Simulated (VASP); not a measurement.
Input of a VASP 6.6.1 run:

File INCAR:

```
PREC = Accurate
ENCUT = 600
EDIFF = 1E-7
ISMEAR = -1
SIGMA = 0.05
LREAL = False
LASPH = True
NELM = 80
ALGO = Normal
ISIF = 3
LWAVE = False
LCHARG = False
GGA = PS
IBRION = 2
NSW = 32
EDIFFG = -0.005
```

The input KPOINTS:

```
Automatic mesh
0
Gamma
  12 12 12
```

The input POSCAR:

```
CdSe
1.0
    0.0000000000      2.8137356268      2.8137356268
    2.8137356268      0.0000000000      2.8137356268
    2.8137356268      2.8137356268      0.0000000000
Cd Se
1 1
Direct
    0.0000000000      0.0000000000      0.0000000000
    0.5000000000      0.5000000000      0.5000000000
```

Potentials or basis: VASP PAW PBE potentials, release 64 (Cd, Se).

Command:

```bash
$ cat potpaw_PBE.64/Cd/POTCAR potpaw_PBE.64/Se/POTCAR > POTCAR
$ mpirun -np 1 vasp_std > vasp.out
```

Q: Estimate the band gap on the k mesh.

A: Zero (band 9 reaches 2.65 eV, above the bottom of band 10 at 2.11 eV).

Q: What does it give for the relaxed cell?

A: a = 3.986 Å, b = 3.986 Å, c = 3.986 Å, α = 60.00°, β = 60.00°, γ = 60.00°.

Final structure:
```yaml
crystal:
  lattice:
    - [0.00000, 2.81883, 2.81883]
    - [2.81883, 0.00000, 2.81883]
    - [2.81883, 2.81883, 0.00000]
  atoms:
    - { symbol: Cd, position: [0.00000, 0.00000, 0.00000] }
    - { symbol: Se, position: [0.50000, 0.50000, 0.50000] }
```
